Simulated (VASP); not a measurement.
# TiO2 (Rutile): single point with PBE

**Experimental background.**

From “Shallow Valence Band of Rutile GeO2 and P-type Doping”, 2020, arxiv:2011.08928, for a bulk crystal of TiO2 at 1.6 K: band gap 3.03 eV (direct).

The system is TiO2 (Rutile).

```
CELL_PARAMETERS angstrom
4.64327 0.00000 0.00000
0.00000 4.64327 0.00000
0.00000 0.00000 2.96388
ATOMIC_POSITIONS crystal
Ti 0.00000 0.00000 0.00000
Ti 0.50000 0.50000 0.50000
O 0.30513 0.30513 0.00000
O 0.19487 0.80513 0.50000
O 0.69487 0.69487 0.00000
O 0.80513 0.19487 0.50000
```

```json
{"Program": "VASP 6.6.1", "Task": "single point", "Functional": "PBE", "Potentials or basis": "VASP PAW PBE potentials, release 64 (Ti_sv, O)", "Cutoff": "520 eV", "k mesh": "6 × 6 × 10", "Occupations": "gaussian, width 0.02 eV", "Spin": "no spin polarisation", "Dipole correction": "no", "Further INCAR settings": "ALGO = Normal; EDIFF = 1e-07; NBANDS = 33"}
```

The pressure is 0.7 GPa. The largest force is 0.029 eV/Å and the band gap on the k mesh is 1.84 eV, direct.

Forces on the atoms (eV/Å):
```
Ti   0.000  0.000  0.000
Ti   0.000  0.000  0.000
O   -0.020 -0.020  0.000
O    0.020 -0.020  0.000
O    0.020  0.020  0.000
O   -0.020  0.020  0.000
```

Stress tensor (GPa, compression positive):
```
0.56 0.00 0.00
0.00 0.56 0.00
0.00 0.00 0.88
```

Levels at points of the mesh, in eV from the valence-band top:
```csv
k point,band 22,band 23,band 24,band 25,band 26,band 27
"(0.00, 0.00, 0.00)",-0.43,-0.43,0.00,1.84,2.12,2.39
"(0.50, 0.00, 0.00)",-1.55,-0.71,-0.71,2.48,2.48,2.95
"(0.50, 0.50, 0.00)",-1.24,-1.04,-1.04,1.87,1.87,2.48
"(0.00, 0.00, 0.50)",-2.23,-1.40,-1.40,2.88,2.88,3.14
"(0.50, 0.00, 0.50)",-1.99,-0.98,-0.98,1.88,1.88,3.16
"(0.50, 0.50, 0.50)",-1.21,-0.67,-0.67,2.53,2.53,3.15
```

Wall time 48 s on 1 thread of Intel(R) Xeon(R) 6975P-C (Granite Rapids) (shared host), peak memory 0.23 GiB.

A measured gap of TiO2 is 3.03 eV (direct; 1.6 K; quoted in “Shallow Valence Band of Rutile GeO2 and P-type Doping”, 2020, arxiv:2011.08928); the calculated 1.84 eV misses it by -1.19 eV. 2 values of this kind are on record in papers (3.03 to 3.05 eV); this one was drawn at random among those near their median. The value is that of PBE on a finite k mesh, which can miss the band edges, without temperature or zero-point motion. Semilocal functionals fall short of measured gaps as a rule.
